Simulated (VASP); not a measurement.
Write the native input for VASP 6.6.1 that does the following.

| Property | Result |
| --- | --- |
| Task | single point |
| Functional | PBE |
| Potentials or basis | VASP PAW PBE potentials, release 64 (Li_sv, H) |
| Cutoff | 520 eV |
| k mesh | 12 × 12 × 6 |
| Occupations | fermi-dirac, width 0.02 eV |
| Spin | no spin polarisation |
| Dipole correction | no |
| Further INCAR settings | ALGO = Normal; EDIFF = 1e-06; NBANDS = 12 |

The structure of LiH lies in POSCAR:

```
LiH
1.0
    2.7816472974      0.0000000000      0.0000000000
   -1.3908236487      2.4089772239      0.0000000000
    0.0000000000      0.0000000000      4.8847712216
Li H
2 2
Direct
    0.0000000000      0.0000000000      0.0000000000
    0.0000000000      0.0000000000      0.5000000000
    0.3333333333      0.6666666667      0.2500000000
    0.6666666667      0.3333333333      0.7500000000
```

One way to write it, as run:

INCAR

```
PREC = Accurate
ENCUT = 520
EDIFF = 1E-6
ISMEAR = -1
SIGMA = 0.02
LREAL = F
LASPH = T
NELM = 80
ALGO = Normal
ISIF = 2
LWAVE = F
LCHARG = F
GGA = PE
NBANDS = 12
```

KPOINTS

```
regular mesh
0
Gamma
  12 12 6
```

Potentials or basis: VASP PAW PBE potentials, release 64 (Li_sv, H).

Launch:

```bash
$ cat potpaw_PBE.64/Li_sv/POTCAR potpaw_PBE.64/H/POTCAR > POTCAR
$ mpirun -np 1 vasp_std > vasp.out
```

Results of the run:

The band gap on the k mesh is 4.36 eV (least direct gap 4.96 eV).

Wall time 9 s on 1 thread of Intel(R) Xeon(R) 6975P-C (Granite Rapids), on a shared host, peak memory 0.16 GiB.
